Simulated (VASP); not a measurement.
# BeS in VASP: single point with PBEsol

Aim: the single point of BeS with PBEsol.

Everything below comes from runs of VASP 6.6.1. Logs are shortened: lines on timing, memory, paths and dates and some standing lists are left out, and cuts for length are marked.

### 1 The cell of the first run

The cell holds a slab with vacuum, 10 atoms: a = 3.421 Å, b = 4.838 Å, c = 23.842 Å, α = 90.00°, β = 90.00°, γ = 90.00°.

### 2 Single point, PBEsol

The input, INCAR:

```
SYSTEM = BeS
PREC = Accurate
ENCUT = 520
EDIFF = 1E-6
ISMEAR = 0
SIGMA = 0.05
LREAL = .FALSE.
LASPH = .TRUE.
NELM = 80
ALGO = Normal
ISIF = 2
LWAVE = .FALSE.
LCHARG = .TRUE.
LDIPOL = .TRUE.
IDIPOL = 3
DIPOL = 0.5 0.5 0.499
GGA = PS
LELF = .TRUE.
LVHAR = .TRUE.
LVACPOTAV = .TRUE.
NBANDS = 31
```

The input, KPOINTS:

```
Automatic mesh
0
G
  8 6 1
  0 0 0
```

The input, POSCAR:

```
BeS
1.0
    3.4209765805      0.0000000000      0.0000000000
    0.0000000000      4.8379914767      0.0000000000
    0.0000000000      0.0000000000     23.8419531610
Be S
5 5
Direct
    0.5000000000      0.5000000000      0.3565144157
    0.0000000000      0.0000000000      0.4282572078
    0.5000000000      0.4929588807      0.4996149230
    0.0000000000     -0.0008064694      0.5748222245
    0.5000000000      0.4291664143      0.6271440011
    0.0000000000      0.2500000000      0.3565144157
    0.5000000000      0.7500000000      0.4282572078
    0.0000000000      0.2442270311      0.5010185248
    0.5000000000      0.7483079559      0.5714679324
    0.0000000000      0.2349550006      0.6481309263
```

Potentials or basis: VASP PAW PBE potentials, release 64 (Be, S).

The run is started by

```
$ cat potpaw_PBE.64/Be/POTCAR potpaw_PBE.64/S/POTCAR > POTCAR
$ mpirun -np 1 vasp_std > vasp.out
```

OUTCAR:

```text
SYSTEM = BeS
   PREC = Accurate
   ENCUT = 520
   EDIFF = 1E-6
   ISMEAR = 0
   LREAL = .FALSE.
   LASPH = .TRUE.
   NELM = 80
   ISIF = 2
   GGA = PS

 ion  position               nearest neighbor table
   1  0.500  0.500  0.357-   7 2.09   6 2.09   6 2.09
   2  0.000  0.000  0.428-   6 2.09   7 2.09   7 2.09   8 2.10
   3  0.500  0.493  0.500-   8 2.09   8 2.09   7 2.11   9 2.11
   4  0.000  0.999  0.575-  10 2.09   9 2.10   9 2.10   8 2.12
   5  0.500  0.429  0.627-  10 2.01  10 2.01   9 2.04
   6  0.000  0.250  0.357-   2 2.09   1 2.09   1 2.09
   7  0.500  0.750  0.428-   1 2.09   2 2.09   2 2.09   3 2.11
   8  0.000  0.244  0.501-   3 2.09   3 2.09   2 2.10   4 2.12
   9  0.500  0.748  0.571-   5 2.04   4 2.10   4 2.10   3 2.11
  10  0.000  0.235  0.648-   5 2.01   5 2.01   4 2.09

  LATTYP: Found a simple orthorhombic cell.
 ALAT       =     3.4209765805
 B/A-ratio  =     1.4142135624
 C/A-ratio  =     6.9693412393

  Lattice vectors:

 A1 = (   3.4209765805,   0.0000000000,   0.0000000000)
 A2 = (   0.0000000000,   4.8379914767,   0.0000000000)
 A3 = (   0.0000000000,   0.0000000000,  23.8419531610)

Analysis of symmetry for initial positions (statically):
=====================================================================
 Subroutine PRICEL returns:
 Original cell was already a primitive cell.

 Routine SETGRP: Setting up the symmetry group for a
 simple orthorhombic supercell.

 Subroutine GETGRP returns: Found  2 space group operations
 (whereof  2 operations were pure point group operations)
 out of a pool of  8 trial point group operations.

The static configuration has the point symmetry C_1h.

Analysis of symmetry for dynamics (positions and initial velocities):
=====================================================================
 Subroutine PRICEL returns:
 Original cell was already a primitive cell.

 Routine SETGRP: Setting up the symmetry group for a
 simple orthorhombic supercell.

 Subroutine GETGRP returns: Found  2 space group operations
 (whereof  2 operations were pure point group operations)
 out of a pool of  8 trial point group operations.

The dynamic configuration has the point symmetry C_1h.

 Subroutine INISYM returns: Found  2 space group operations
 (whereof  2 operations are pure point group operations),
 and found     1 'primitive' translations

----------------------------------------------------------------------------------------

                                     Primitive cell

  volume of cell :     394.6000

  direct lattice vectors                    reciprocal lattice vectors
     3.420976581  0.000000000  0.000000000     0.292314191  0.000000000  0.000000000
     0.000000000  4.837991477  0.000000000     0.000000000  0.206697346  0.000000000
     0.000000000  0.000000000 23.841953161     0.000000000  0.000000000  0.041942872

  length of vectors
     3.420976581  4.837991477 23.841953161     0.292314191  0.206697346  0.041942872

  position of ions in fractional coordinates (direct lattice)
     0.500000000  0.500000000  0.356514416
     0.000000000  0.000000000  0.428257208
     0.500000000  0.492958881  0.499614923
     0.000000000  0.999193531  0.574822224
     0.500000000  0.429166414  0.627144001
     0.000000000  0.250000000  0.356514416
     0.500000000  0.750000000  0.428257208
     0.000000000  0.244227031  0.501018525
     0.500000000  0.748307956  0.571467932
     0.000000000  0.234955001  0.648130926

  ion indices of the primitive-cell ions
   primitive index   ion index
                 1           1
                 2           2
                 3           3
                 4           4
                 5           5
                 6           6
                 7           7
                 8           8
                 9           9
                10          10

----------------------------------------------------------------------------------------

 KPOINTS: Automatic mesh

Automatic generation of k-mesh.
 Grid dimensions read from file:
 generate k-points for:    8    6    1

 Generating k-lattice:

  Cartesian coordinates                     Fractional coordinates (reciprocal lattice)
     0.036539274  0.000000000  0.000000000     0.125000000  0.000000000  0.000000000
     0.000000000  0.034449558  0.000000000     0.000000000  0.166666667  0.000000000
     0.000000000  0.000000000  0.041942872     0.000000000  0.000000000  1.000000000

  Length of vectors
     0.036539274  0.034449558  0.041942872

  Shift w.r.t. Gamma in fractional coordinates (k-lattice)
     0.000000000  0.000000000  0.000000000

 Subroutine IBZKPT returns following result:
 ===========================================

 Found     20 irreducible k-points:

 Following reciprocal coordinates:
            Coordinates               Weight
  0.000000  0.000000  0.000000      1.000000
  0.125000  0.000000  0.000000      2.000000
  0.250000  0.000000  0.000000      2.000000
  0.375000  0.000000  0.000000      2.000000
  0.500000  0.000000  0.000000      1.000000
  0.000000  0.166667  0.000000      2.000000
[... 12 lines left out ...]
  0.375000  0.500000  0.000000      2.000000
  0.500000  0.500000  0.000000      1.000000
   k-points           NKPTS =     20   k-points in BZ     NKDIM =     20   number of bands    NBANDS=     31
   number of dos      NEDOS =    301   number of ions     NIONS =     10
   total plane-waves  NPLWV = 181440
   dimension x,y,z NGX =    28 NGY =   36 NGZ =  180
   dimension x,y,z NGXF=    56 NGYF=   72 NGZF=  360
   ions per type =               5   5
   NGX,Y,Z   is equivalent  to a cutoff of  13.61, 12.37, 12.55 a.u.
   NGXF,Y,Z  is equivalent  to a cutoff of  27.21, 24.74, 25.10 a.u.
 SYSTEM =  BeS
   PREC   = accura    normal or accurate (medium, high low for compatibility)
   ISTART =      0    job   : 0-new  1-cont  2-samecut
   ICHARG =      2    charge: 1-file 2-atom 10-const
   ISPIN  =      1    spin polarized calculation?
   LNONCOLLINEAR =      F non collinear calculations
   LSORBIT =      F    spin-orbit coupling
   LASPH  =      T    aspherical Exc in radial PAW
   ENCUT  =  520.0 eV  38.22 Ry    6.18 a.u.   6.36  9.00 44.33*2*pi/ulx,y,z
   NELM   =     80;   NELMIN=  2; NELMDL= -5     # of ELM steps
   EDIFF  = 0.1E-05   stopping-criterion for ELM
   LREAL  =      F    real-space projection
   EDIFFG = 0.1E-04   stopping-criterion for IOM
   NSW    =      0    number of steps for IOM
   IBRION =     -1    ionic relax: 0-MD 1-quasi-New 2-CG
   NFREE  =      0    steps in history (QN), initial steepest desc. (CG)
   ISIF   =      2    stress and relaxation
   ISYM   =      2    0-nonsym 1-usesym 2-fastsym
   POTIM  = 0.5000    time-step for ionic-motion
   TEBEG  =    0.0;   TEEND  =   0.0 temperature during run
   PSTRESS=    0.0 pullay stress
   NELECT =      40.0000    total number of electrons
   NUPDOWN=      -1.0000    fix difference up-down
   EMIN   =  10.00;   EMAX   =-10.00  energy-range for DOS
   EFERMI =   0.00;   METHOD = LEGACY
   ISMEAR =     0;   SIGMA  =   0.05  broadening in eV -4-tet -1-fermi 0-gaus
   EFERMI_NEDOS =   21; number of points for ismear=-14 and -15
   IALGO  =     38    algorithm
   IMIX   =      4    mixing-type and parameters
     AMIX     =   0.40;   BMIX     =  1.00
     AMIX_MAG =   1.60;   BMIX_MAG =  1.00
  volume/ion in A,a.u.               =      39.46       266.29
  Fermi-wavevector in a.u.,A,eV,Ry     =   0.763324  1.442474  7.927627  0.582664
  Thomas-Fermi vector in A             =   1.862981
   LORBIT       =      0    0 simple, 1 ext, 2 COOP (PROOUT), +10 PAW based schemes
   GGA     = PS    functional components
   LHFCALC =     F    Hartree Fock is set to
   AEXX    =    0.0000 exact exchange contribution
   IVDW    =     0    specifies the selected vdW correction
   LEPSILON=     F    determine dielectric tensor
   LRPA    =     F    only Hartree local field effects (RPA)
 non-spin polarized calculation
 Gauss-broadening in eV      SIGMA  =   0.05
  energy-cutoff  :      520.00
  volume of cell :      394.60
 maximum number of plane-waves:     10738
 NGX is ok and might be reduce to    28
   NGX = 13   NGY = 17   NGZ = 89

 dipolmoment           0.000000      0.000000     -0.000004 electrons x Angstroem

 number of electron      40.0000000 magnetization

 dipolmoment           0.000000      0.000000      0.080602 electrons x Angstroem

 Free energy of the ion-electron system (eV)
  ---------------------------------------------------
  ext. energy  EPLUGINS =         0.00000000
  ---------------------------------------------------
  free energy    TOTEN  =       -50.70331382 eV

  energy without entropy =      -50.70331382  energy(sigma->0) =      -50.70331382

 E-fermi :  -2.1383     XC(G=0):  -4.1696

 val. band max:       -2.3488331812   @ k =   0.0000   0.0000   0.0000
 cond. band min:       0.3174940250   @ k =   0.5000   0.0000   0.0000
 fundamental gap:      2.6663272062
 Fermi energy:        -2.1383330800

 k-point     1 :       0.0000    0.0000    0.0000
  band No.  band energies     occupation
      1     -15.7988      2.00000
      2     -15.0561      2.00000
      3     -14.1459      2.00000
      4     -13.7229      2.00000
      5     -13.6081      2.00000
      6      -7.1719      2.00000
[... 23 lines left out ...]
     30       3.9098      0.00000
     31       3.9479      0.00000

 k-point     2 :       0.1250    0.0000    0.0000
  band No.  band energies     occupation
      1     -15.6816      2.00000
      2     -14.9541      2.00000
      3     -14.0760      2.00000
      4     -13.6843      2.00000
      5     -13.5610      2.00000
      6      -7.0570      2.00000
[... 23 lines left out ...]
     30       4.3816      0.00000
     31       4.5395      0.00000

 k-point     3 :       0.2500    0.0000    0.0000
  band No.  band energies     occupation
      1     -15.3482      2.00000
      2     -14.6741      2.00000
      3     -13.9316      2.00000
      4     -13.5989      2.00000
      5     -13.4549      2.00000
      6      -6.7497      2.00000
[... 23 lines left out ...]
     30       4.6304      0.00000
     31       4.8207      0.00000

 k-point     4 :       0.3750    0.0000    0.0000
  band No.  band energies     occupation
      1     -14.8629      2.00000
      2     -14.3122      2.00000
      3     -13.9615      2.00000
      4     -13.4849      2.00000
      5     -13.3738      2.00000
      6      -6.9755      2.00000
[... 23 lines left out ...]
     30       4.7020      0.00000
     31       4.8430      0.00000

 k-point     5 :       0.5000    0.0000    0.0000
  band No.  band energies     occupation
      1     -14.4394      2.00000
      2     -14.2206      2.00000
      3     -14.1087      2.00000
      4     -13.4635      2.00000
      5     -13.3263      2.00000
      6      -7.0546      2.00000
[... 23 lines left out ...]
     30       4.6146      0.00000
     31       5.0307      0.00000
[... 406 lines left out ...]
     30       4.5513      0.00000
     31       4.6735      0.00000

 k-point    18 :       0.2500    0.5000    0.0000
  band No.  band energies     occupation
      1     -14.7358      2.00000
      2     -14.5348      2.00000
      3     -14.3866      2.00000
      4     -13.7691      2.00000
      5     -13.6285      2.00000
      6      -7.2187      2.00000
[... 23 lines left out ...]
     30       5.0163      0.00000
     31       5.1430      0.00000

 k-point    19 :       0.3750    0.5000    0.0000
  band No.  band energies     occupation
      1     -14.4717      2.00000
      2     -14.2599      2.00000
      3     -14.1478      2.00000
      4     -13.5216      2.00000
      5     -13.3813      2.00000
      6      -7.6754      2.00000
[... 23 lines left out ...]
     30       4.9254      0.00000
     31       5.0554      0.00000

 k-point    20 :       0.5000    0.5000    0.0000
  band No.  band energies     occupation
      1     -14.3493      2.00000
      2     -14.1315      2.00000
      3     -14.0388      2.00000
      4     -13.4083      2.00000
      5     -13.2666      2.00000
      6      -8.0212      2.00000
[... 23 lines left out ...]
     30       4.8388      0.00000
     31       4.9777      0.00000

------------------------ aborting loop because EDIFF is reached ----------------------------------------

  FORCE on cell =-STRESS in cart. coord.  units (eV):
  Direction    XX          YY          ZZ          XY          YZ          ZX
  --------------------------------------------------------------------------------------
  -------------------------------------------------------------------------------------
  Total       -2.0442902     -1.9119293     -0.7980375      0.0000000      0.8735546      0.0000000
  in kB       -8.3003440     -7.7629247     -3.2402377      0.0000000      3.5468566      0.0000000
  external PRESSURE =      -6.4345021 kB  Pullay stress =       0.0000000 kB

 VOLUME and BASIS-vectors are now :
 -----------------------------------------------------------------------------
  energy-cutoff  :      520.00
  volume of cell :      394.60
      direct lattice vectors                 reciprocal lattice vectors
     3.420976581  0.000000000  0.000000000     0.292314191  0.000000000  0.000000000
     0.000000000  4.837991477  0.000000000     0.000000000  0.206697346  0.000000000
     0.000000000  0.000000000 23.841953161     0.000000000  0.000000000  0.041942872

 POSITION                                       TOTAL-FORCE (eV/Angst)
 -----------------------------------------------------------------------------------
      1.71049      2.41900      8.50000         0.000000     -1.452662      1.613390
      0.00000      0.00000     10.21049         0.000000      0.237812      0.068364
      1.71049      2.38493     11.91180         0.000000      0.001301     -0.003620
      0.00000      4.83409     13.70488         0.000000      0.002952     -0.002249
      1.71049      2.07630     14.95234         0.000000     -0.004839     -0.001509
      0.00000      1.20950      8.50000         0.000000      0.929480     -1.111487
      1.71049      3.62849     10.21049         0.000000      0.285911     -0.589395
      0.00000      1.18157     11.94526         0.000000      0.000243      0.003860
      1.71049      3.62031     13.62491         0.000000      0.005782      0.002544
      0.00000      1.13671     15.45271         0.000000     -0.005980      0.020103
 -----------------------------------------------------------------------------------
    total drift:                                0.000000     -0.000175     -0.000399

  FREE ENERGIE OF THE ION-ELECTRON SYSTEM (eV)
  ---------------------------------------------------
  free  energy   TOTEN  =       -50.7033138174 eV

  energy  without entropy=      -50.7033138174  energy(sigma->0) =      -50.70331382

 vacuum level on the upper side and lower side of the slab         4.102         3.221
```

Run time: 12 min. Hardware: 1 thread of AMD EPYC 7R13, shared host; peak memory 0.52 GiB.

What came out:

```
Free energy            : -50.7033 eV
Largest force          : 2.171 eV/Å
Band gap on the k mesh : 2.67 eV (least direct gap 3.01 eV)
```

Forces in eV/Å, atoms in the order of the input:
```
Be   0.000 -1.453  1.613
Be   0.000  0.238  0.068
Be   0.000  0.001 -0.004
Be   0.000  0.003 -0.002
Be   0.000 -0.005 -0.002
S    0.000  0.929 -1.111
S    0.000  0.286 -0.589
S    0.000  0.000  0.004
S    0.000  0.006  0.003
S    0.000 -0.006  0.020
```

Caveat: the PAW data sets were made with another functional, which shifts forces and pressure a little.
